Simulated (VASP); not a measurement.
Set up this calculation in VASP 6.6.1, as the native input.

| Item | Value |
| --- | --- |
| Task | relaxation of cell and atoms |
| Functional | PBE |
| Potentials or basis | VASP PAW PBE potentials, release 64 (Sn_d) |
| Cutoff | 600 eV |
| k mesh | 4 × 4 × 4 |
| Occupations | gaussian, width 0.1 eV |
| Spin | no spin polarisation |
| Dipole correction | no |
| Further INCAR settings | ALGO = Fast; EDIFF = 1e-06; IBRION = 2; EDIFFG = -0.04; NSW = 90; ISIF = 3 |

The structure of Sn lies in POSCAR:

```
Sn
1.0
    5.5600000000      0.0000000000      0.0000000000
    0.0000000000      5.5600000000      0.0000000000
    0.0000000000      0.0000000000      5.5600000000
Sn
7
Direct
    0.5000000000      0.5000000000      0.0000000000
    0.0000000000      0.5000000000      0.5000000000
    0.5000000000      0.0000000000      0.5000000000
    0.5000000000      0.5000000000      0.5000000000
    0.5000000000      0.0000000000      0.0000000000
    0.0000000000      0.5000000000      0.0000000000
    0.0000000000      0.0000000000      0.5000000000
```

The cell was built from a structure type or drawn by symmetry, and may not be a known phase.

These files were run (other wordings do the same):

INCAR

```
  PREC = Accurate
  ENCUT = 600
  EDIFF = 1E-6
  ISMEAR = 0
  SIGMA = 0.1
  LREAL = False
  LASPH = True
  NELM = 100
  ALGO = Fast
  ISIF = 3
  LWAVE = False
  LCHARG = False
  GGA = PE
  IBRION = 2
  NSW = 90
  EDIFFG = -0.04
```

KPOINTS

```
regular mesh
0
Gamma
  4 4 4
```

Potentials or basis: VASP PAW PBE potentials, release 64 (Sn_d).

The run is started by

```console
$ cat potpaw_PBE.64/Sn_d/POTCAR > POTCAR
$ mpirun -np 1 vasp_std > vasp.out
```

It gave:

The relaxed volume is 32.41 Å³/atom and the relaxed cell is a = 6.099 Å, b = 6.099 Å, c = 6.099 Å, α = 90.00°, β = 90.00°, γ = 90.00°. The space group after relaxing (to 0.1 Å) is Pm-3m (No. 221). The energy gained by relaxing is 402.9 meV/atom. The ionic steps are 3 and the pressure after relaxing is 0.2 GPa. The band gap on the k mesh is zero (bands 49 and 50 overlap by 2.40 eV).

Caveat: the volume moved by over 15 % at a fixed basis, so the end points are rough; spin-orbit coupling is left out, which moves the levels of the heavy elements.

Wall time 3.8 min on 1 thread of Intel(R) Xeon(R) 6975P-C (Granite Rapids), on a shared host, peak memory 0.37 GiB.
